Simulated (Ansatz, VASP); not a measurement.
# One calculation of AlO2, two programs

```xyz
6
Lattice="1.4558 -4.9282 0.0000 1.4558 4.9282 0.0000 0.0000 0.0000 3.5969" Properties=species:S:1:pos:R:3 pbc="T T T"
Al    1.4558    1.5955    0.8992
Al    1.4558   -1.5955    2.6977
O     1.4558   -2.0193    0.8992
O     1.4558    2.0193    2.6977
O     1.4558   -4.6431    0.8992
O     1.4558    4.6431    2.6977
```

Alike in both runs: functional PBEsol; k mesh 12 × 12 × 10; occupations gaussian, width 0.1 eV; no spin polarisation.

Ansatz relaxed the structure, and its values are those at the end. VASP's run is a single point on that final structure, the one shown.

|  | VASP | Ansatz |
| --- | --- | --- |
| version | VASP 6.6.1 | Ansatz 0.2.0 |
| potentials or method | VASP PAW PBE potentials, release 64 (Al, O), cutoff 520 eV | scalar-relativistic, plane waves, PAW |
| valence electrons in the cell | 30 | 30 |

```csv
,VASP,Ansatz,Ansatz less VASP
gap on the k mesh at the Fermi level (eV),none,none,-
pressure (GPa),0.1,0.0,-0.09
rms of the force components (eV/Å),0.007,0.000,-0.0064
```

VASP's potentials were made for PBE, not for PBEsol. A gap of «none» marks a metal or a gap that the smearing closes.
